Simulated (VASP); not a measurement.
# P (Cmce) in VASP: single point with PBE

Aim: the single point of P with PBE.

All numbers are computed with VASP 6.6.1; they aren't measurements. Logs are shortened: lines on timing, memory, paths and dates and some standing lists are left out, and cuts for length are marked.

## (1) The cell of the first run

The structure is orthorhombic, space group Cmce (No. 64). Conventional cell: a = 3.376 Å, b = 10.521 Å, c = 4.402 Å, α = 90.00°, β = 90.00°, γ = 90.00°. Within 3.0 Å of P (site symmetry m) lie 3 P at 2.25 Å.

## (2) Single point, PBE (19.54 Å³/atom)

The input, INCAR:

```
PREC = Accurate
ENCUT = 520
EDIFF = 1E-6
ISMEAR = -1
SIGMA = 0.05
LREAL = False
LASPH = True
NELM = 80
ALGO = Normal
ISIF = 2
LWAVE = False
LCHARG = False
GGA = PE
NBANDS = 18
```

The input, KPOINTS:

```
regular mesh
0
Gamma
  15 15 11
```

The input, POSCAR:

```
P
1.0
    1.6879180469     -5.2606923573      0.0000000000
    1.6879180469      5.2606923573      0.0000000000
    0.0000000000      0.0000000000      4.4016685544
P
4
Direct
    0.8984476556      0.1015523444      0.0815670408
    0.6015523444      0.3984476556      0.5815670408
    0.1015523444      0.8984476556      0.9184329592
    0.3984476556      0.6015523444      0.4184329592
```

Potentials or basis: VASP PAW PBE potentials, release 64 (P).

The run is started by

```console
> cat potpaw_PBE.64/P/POTCAR > POTCAR
> mpirun -np 1 vasp_std > vasp.out
```

OUTCAR:

```text
PREC = Accurate
   ENCUT = 520
   EDIFF = 1E-6
   ISMEAR = -1
   LREAL = False
   LASPH = True
   NELM = 80
   ISIF = 2
   GGA = PE

 ion  position               nearest neighbor table
   1  0.898  0.102  0.082-   4 2.25   4 2.25   3 2.25
   2  0.602  0.398  0.582-   3 2.25   3 2.25   4 2.25
   3  0.102  0.898  0.918-   2 2.25   2 2.25   1 2.25
   4  0.398  0.602  0.418-   1 2.25   1 2.25   2 2.25

  LATTYP: Found a base centered orthorhombic cell.
 ALAT       =     3.3758360938
 B/A-ratio  =     3.1166752242
 C/A-ratio  =     1.3038750793

  Lattice vectors:

 A1 = (   1.6879180469,  -5.2606923573,   0.0000000000)
 A2 = (   1.6879180469,   5.2606923573,   0.0000000000)
 A3 = (   0.0000000000,   0.0000000000,   4.4016685544)

Analysis of symmetry for initial positions (statically):
=====================================================================
 Subroutine PRICEL returns:
 Original cell was already a primitive cell.

 Routine SETGRP: Setting up the symmetry group for a
 base centered orthorhombic supercell.

 Subroutine GETGRP returns: Found  8 space group operations
 (whereof  4 operations were pure point group operations)
 out of a pool of  8 trial point group operations.

The static configuration has the point symmetry C_2h.
 The point group associated with its full space group is D_2h.

Analysis of symmetry for dynamics (positions and initial velocities):
=====================================================================
 Subroutine PRICEL returns:
 Original cell was already a primitive cell.

 Routine SETGRP: Setting up the symmetry group for a
 base centered orthorhombic supercell.

 Subroutine GETGRP returns: Found  8 space group operations
 (whereof  4 operations were pure point group operations)
 out of a pool of  8 trial point group operations.

The dynamic configuration has the point symmetry C_2h.
 The point group associated with its full space group is D_2h.

 Subroutine INISYM returns: Found  8 space group operations
 (whereof  4 operations are pure point group operations),
 and found     1 'primitive' translations

----------------------------------------------------------------------------------------

                                     Primitive cell
[... 86 lines left out ...]
   PREC   = accura    normal or accurate (medium, high low for compatibility)
   ISTART =      0    job   : 0-new  1-cont  2-samecut
   ICHARG =      2    charge: 1-file 2-atom 10-const
   ISPIN  =      1    spin polarized calculation?
   LNONCOLLINEAR =      F non collinear calculations
   LSORBIT =      F    spin-orbit coupling
   LASPH  =      T    aspherical Exc in radial PAW
   ENCUT  =  520.0 eV  38.22 Ry    6.18 a.u.  10.27 10.27  8.18*2*pi/ulx,y,z
   NELM   =     80;   NELMIN=  2; NELMDL= -5     # of ELM steps
   EDIFF  = 0.1E-05   stopping-criterion for ELM
   LREAL  =      F    real-space projection
   EDIFFG = 0.1E-04   stopping-criterion for IOM
   NSW    =      0    number of steps for IOM
   IBRION =     -1    ionic relax: 0-MD 1-quasi-New 2-CG
   NFREE  =      0    steps in history (QN), initial steepest desc. (CG)
   ISIF   =      2    stress and relaxation
   ISYM   =      2    0-nonsym 1-usesym 2-fastsym
   POTIM  = 0.5000    time-step for ionic-motion
   TEBEG  =    0.0;   TEEND  =   0.0 temperature during run
   PSTRESS=    0.0 pullay stress
   NELECT =      20.0000    total number of electrons
   NUPDOWN=      -1.0000    fix difference up-down
   EMIN   =  10.00;   EMAX   =-10.00  energy-range for DOS
   EFERMI =   0.00;   METHOD = LEGACY
   ISMEAR =    -1;   SIGMA  =   0.05  broadening in eV -4-tet -1-fermi 0-gaus
   EFERMI_NEDOS =   21; number of points for ismear=-14 and -15
   IALGO  =     38    algorithm
   IMIX   =      4    mixing-type and parameters
     AMIX     =   0.40;   BMIX     =  1.00
     AMIX_MAG =   1.60;   BMIX_MAG =  1.00
  volume/ion in A,a.u.               =      19.54       131.88
  Fermi-wavevector in a.u.,A,eV,Ry     =   1.039292  1.963977 14.696035  1.080128
  Thomas-Fermi vector in A             =   2.173816
   LORBIT       =      0    0 simple, 1 ext, 2 COOP (PROOUT), +10 PAW based schemes
   GGA     = PE    functional components
   LHFCALC =     F    Hartree Fock is set to
   AEXX    =    0.0000 exact exchange contribution
   IVDW    =     0    specifies the selected vdW correction
   LEPSILON=     F    determine dielectric tensor
   LRPA    =     F    only Hartree local field effects (RPA)
 non-spin polarized calculation
  energy-cutoff  :      520.00
  volume of cell :       78.17
 maximum number of plane-waves:      2128
 NGX is ok and might be reduce to    42
   NGX = 21   NGY = 21   NGZ = 17

 number of electron      20.0000000 magnetization

 Free energy of the ion-electron system (eV)
  ---------------------------------------------------
  ext. energy  EPLUGINS =         0.00000000
  ---------------------------------------------------
  free energy    TOTEN  =       -21.46874206 eV

  energy without entropy =      -21.46805826  energy(sigma->0) =      -21.46840016

 E-fermi :   6.4296     XC(G=0):  -9.7322

 val. band max:        6.4265966313   @ k =   0.4667   0.4667   0.0000
 cond. band min:       6.4531125153   @ k =   0.4667   0.4667   0.0000
 fundamental gap:      0.0265158840
 Fermi energy:         6.4296244841

 k-point     1 :       0.0000    0.0000    0.0000
  band No.  band energies     occupation
      1      -9.3089      2.00000
      2      -6.3015      2.00000
      3      -3.2194      2.00000
      4      -0.4836      2.00000
      5       1.5471      2.00000
      6       1.5826      2.00000
[... 481 lines left out ...]
      5       0.4903      2.00000
      6       0.6157      2.00000
[... 10 lines left out ...]
     17      12.8520      0.00000
     18      13.8038      0.00000

 [... further k-points ...]
[... 5 lines left out ...]
  --------------------------------------------------------------------------------------
  -------------------------------------------------------------------------------------
  Total       -1.1739711      0.6296072      0.0830432      0.0000000      0.0000000      0.0000000
  in kB      -24.0617048     12.9044247      1.7020532      0.0000000      0.0000000      0.0000000
  external PRESSURE =      -3.1517423 kB  Pullay stress =       0.0000000 kB

 VOLUME and BASIS-vectors are now :
 -----------------------------------------------------------------------------
  energy-cutoff  :      520.00
  volume of cell :       78.17
      direct lattice vectors                 reciprocal lattice vectors
     1.687918047 -5.260692357  0.000000000     0.296222913 -0.095044524  0.000000000
     1.687918047  5.260692357  0.000000000     0.296222913  0.095044524  0.000000000
     0.000000000  0.000000000  4.401668554     0.000000000  0.000000000  0.227186574

 POSITION                                       TOTAL-FORCE (eV/Angst)
 -----------------------------------------------------------------------------------
      1.68792     -4.19222      0.35903         0.000000     -0.036771      0.033471
      1.68792     -1.06847      2.55987         0.000000      0.036771      0.033471
      1.68792      4.19222      4.04264         0.000000      0.036771     -0.033471
      1.68792      1.06847      1.84180         0.000000     -0.036771     -0.033471
 -----------------------------------------------------------------------------------
    total drift:                               -0.000000     -0.000000     -0.000000

  FREE ENERGIE OF THE ION-ELECTRON SYSTEM (eV)
  ---------------------------------------------------
  free  energy   TOTEN  =       -21.4687420556 eV

  energy  without entropy=      -21.4680582637  energy(sigma->0) =      -21.46840016
```

stdout:

```text
POSCAR found type information on POSCAR P
 POSCAR found :  1 types and       4 ions
 scaLAPACK will be used
 LDA part: xc-table for (Slater+PW92), standard interpolation
 POSCAR, INCAR and KPOINTS ok, starting setup
 FFT: planning ... GRIDC
 FFT: planning ... GRID_SOFT
 FFT: planning ... GRID
 WAVECAR not read
 entering main loop
```

It took 8.3 min on 1 thread of Intel Xeon Platinum 8259CL at 2.50GHz (Skylake/Cascade Lake), shared host; peak memory 0.5 GiB.

Results:

```yaml
Free_energy: -21.4687 eV
Pressure: -0.3 GPa
Largest_force: 0.050 eV/Å
Band_gap_on_the_k_mesh: zero (filled and empty bands overlap)
```

Forces on the atoms (eV/Å):
```
P    0.000 -0.037  0.033
P    0.000  0.037  0.033
P    0.000  0.037 -0.033
P    0.000 -0.037 -0.033
```

The gap in the log of VASP goes by the Fermi energy; the results here count the filled bands.